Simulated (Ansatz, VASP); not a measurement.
# One calculation of C, two programs

File INCAR:

```
PREC     = Accurate       # precision mode
ENCUT    = 520            # plane-wave cutoff, eV
EDIFF    = 1E-7           # SCF threshold, eV
ISMEAR   = 0              # smearing method
SIGMA    = 0.05           # smearing width, eV
LREAL    = False          # projectors in reciprocal space
LASPH    = True           # aspherical terms in the spheres
NELM     = 60             # most SCF steps
ALGO     = Normal         # electronic algorithm
ISIF     = 2              # what is computed and relaxed
LWAVE    = False          # write WAVECAR
LCHARG   = False          # write CHGCAR
GGA      = PE             # functional
NBANDS   = 36             # bands
```

Contents of KPOINTS:

```
regular mesh
0
Gamma
  12 12 2
```

Contents of POSCAR:

```
C
1.0
    2.3882000000      0.0000000000      0.0000000000
   -1.1941000000      2.0682418693      0.0000000000
    0.0000000000      0.0000000000     12.1184000000
C
12
Direct
    0.0000000000      0.0000000000      0.1868593266
    0.0000000000      0.0000000000      0.6868593266
    0.0000000000      0.0000000000      0.3131406734
    0.0000000000      0.0000000000      0.8131406734
    0.3333333333      0.6666666667      0.5207665411
    0.6666666667      0.3333333333      0.0207665411
    0.3333333333      0.6666666667      0.9792334589
    0.6666666667      0.3333333333      0.4792334589
    0.3333333333      0.6666666667      0.6450950823
    0.6666666667      0.3333333333      0.1450950823
    0.3333333333      0.6666666667      0.8549049177
    0.6666666667      0.3333333333      0.3549049177
```

Input for Ansatz:

```yaml
crystal:
  lattice:
    - [2.3882, 0.0, 0.0]
    - [-1.1941, 2.0682418693, 0.0]
    - [0.0, 0.0, 12.1184]
  atoms:
    - { symbol: C, position: [0.0, 0.0, 0.1868593266] }
    - { symbol: C, position: [0.0, 0.0, 0.6868593266] }
    - { symbol: C, position: [0.0, 0.0, 0.3131406734] }
    - { symbol: C, position: [0.0, 0.0, 0.8131406734] }
    - { symbol: C, position: [0.3333333333, 0.6666666667, 0.5207665411] }
    - { symbol: C, position: [0.6666666667, 0.3333333333, 0.0207665411] }
    - { symbol: C, position: [0.3333333333, 0.6666666667, 0.9792334589] }
    - { symbol: C, position: [0.6666666667, 0.3333333333, 0.4792334589] }
    - { symbol: C, position: [0.3333333333, 0.6666666667, 0.6450950823] }
    - { symbol: C, position: [0.6666666667, 0.3333333333, 0.1450950823] }
    - { symbol: C, position: [0.3333333333, 0.6666666667, 0.8549049177] }
    - { symbol: C, position: [0.6666666667, 0.3333333333, 0.3549049177] }
basis:
  ecutwfc: 520.0
kpoints:
  mp_grid: { grid: [12, 12, 2] }
hamiltonian:
  xc: pbe
  pseudopotentials: { kind: paw, azcp: { folder: soft_1 } }
scf:
  occupations: { method: gaussian, width: 0.05 }
output:
  forces: true
  stress: true
  eigenvalues: true
```

Alike in both runs: task single point; functional PBE; k mesh 12 × 12 × 2; occupations gaussian, width 0.05 eV; no spin polarisation.

|  | VASP | Ansatz |
| --- | --- | --- |
| version | VASP 6.6.1 | Ansatz 0.2.0 |
| potentials or method | VASP PAW PBE potentials, release 64 (C), cutoff 520 eV | scalar-relativistic, plane waves, PAW |
| valence electrons in the cell | 48 | 48 |

Ansatz gave:

- gap on the k mesh at the Fermi level (eV): 4.89
- least direct gap on the mesh (eV): 5.09
- rms of the force components (eV/Å): 0.194

**Question.** What did VASP give for the same quantities?

**Answer.** gap on the k mesh at the Fermi level (eV): 4.88; least direct gap on the mesh (eV): 5.09; rms of the force components (eV/Å): 0.201.

Atom by atom the forces differ by 0.007 eV/Å (rms over components).
